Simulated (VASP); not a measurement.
Write the native input for VASP 6.6.1 that does the following.

```
Task                   : single point
Functional             : PBE
Potentials or basis    : VASP PAW PBE potentials, release 64 (Ca_sv, H)
Cutoff                 : 520 eV
k mesh                 : 6 × 6 × 4
Occupations            : gaussian, width 0.1 eV
Spin                   : no spin polarisation
Dipole correction      : no
Further INCAR settings : ALGO = Normal; EDIFF = 1e-06; NBANDS = 12
```

The structure of CaH lies in POSCAR:

```
CaH
1.0
    3.3138958200      0.0000000000      0.0000000000
    0.0000000000      3.7306681000      0.0000000000
    0.0000000000      0.0000000000      4.6967351500
Ca H
1 1
Direct
    0.0000000000      0.5000000000      0.0000000000
    0.5000000000      0.0000000000      0.0000000000
```

The input as run:

INCAR

```
SYSTEM = CaH
PREC     = Accurate       ! precision mode
ENCUT    = 520            ! plane-wave cutoff, eV
EDIFF    = 1E-6           ! SCF threshold, eV
ISMEAR   = 0              ! smearing method
SIGMA    = 0.1            ! smearing width, eV
LREAL    = .False.        ! projectors in reciprocal space
LASPH    = .True.         ! aspherical terms in the spheres
NELM     = 80             ! most SCF steps
ALGO     = Normal         ! electronic algorithm
ISIF     = 2              ! what is computed and relaxed
LWAVE    = .False.        ! write WAVECAR
LCHARG   = .True.         ! write CHGCAR
GGA      = PE             ! functional
LELF     = .True.         ! ELF
LVHAR    = .True.       
NBANDS   = 12             ! bands
```

KPOINTS

```
regular mesh
0
Gamma
  6 6 4
  0 0 0
```

Potentials or basis: VASP PAW PBE potentials, release 64 (Ca_sv, H).

Run with:

```console
$ cat potpaw_PBE.64/Ca_sv/POTCAR potpaw_PBE.64/H/POTCAR > POTCAR
$ mpirun -np 1 vasp_std > vasp.out
```

It gave:

```json
{
  "Pressure": "-2.8 GPa"
}
```

Wall time 14 s on 1 thread of AMD EPYC 9R45 96-Core Processor (Zen 5) (shared host), peak memory 0.16 GiB.
